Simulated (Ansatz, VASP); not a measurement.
This is a calculation of Zr for Ansatz 0.2.0.

File input.yaml:

```yaml
crystal:
  lattice:
    - [0.0, 2.255, 2.255]
    - [2.255, 0.0, 2.255]
    - [2.255, 2.255, 0.0]
  atoms:
    - { symbol: Zr, position: [0.0, 0.0, 0.0] }
hamiltonian:
  xc: { exchange: pbe, correlation: none }
  pseudopotentials: { kind: paw }
kpoints:
  mp_grid: { grid: [10, 10, 10] }
scf:
  occupations: { method: methfessel_paxton, width: 0.025 }
output:
  forces: true
  stress: true
  eigenvalues: true
```

Potentials or basis: Ansatz PAW.

Command:

```sh
$ ansatz run input.yaml --threads 1 --pin off --max-ram 2560MiB --backend cpu --events-out ev --progress --plain --runs-dir out
```

Question: Set up the same calculation for VASP 6.6.1. Potentials there: VASP PAW PBE potentials, release 64 (Zr_sv).

Answer: As run (the cutoff follows the program's own potentials):

Contents of INCAR:

```
AGGAC = 0.0
ALDAC = 0.0
ALGO = Normal
EDIFF = 1E-6
ENCUT = 500
GGA = PE
GGA_COMPAT = F
ISIF = 2
ISMEAR = 1
LASPH = T
LCHARG = T
LELF = T
LREAL = F
LVHAR = T
LWAVE = F
NBANDS = 12
NELM = 120
PREC = Accurate
SIGMA = 0.025
```

The input KPOINTS:

```
k-points
0
Gamma
  10 10 10
```

Contents of POSCAR:

```
Zr
1.0
    0.0000000000      2.2550000000      2.2550000000
    2.2550000000      0.0000000000      2.2550000000
    2.2550000000      2.2550000000      0.0000000000
Zr
1
Direct
    0.0000000000      0.0000000000      0.0000000000
```

Potentials or basis: VASP PAW PBE potentials, release 64 (Zr_sv).

The run is started by

```bash
$ cat potpaw_PBE.64/Zr_sv/POTCAR > POTCAR
$ mpirun -np 1 vasp_std > vasp.out
```

Both were run:

|  | VASP | Ansatz | Ansatz less VASP |
| --- | --- | --- | --- |
| gap on the k mesh at the Fermi level (eV) | none | none | - |
| pressure (GPa) | 13.4 | 13.3 | -0.09 |

VASP's potentials were made for PBE, not for PBE exchange alone. A gap of «none» marks a metal or a gap that the smearing closes.
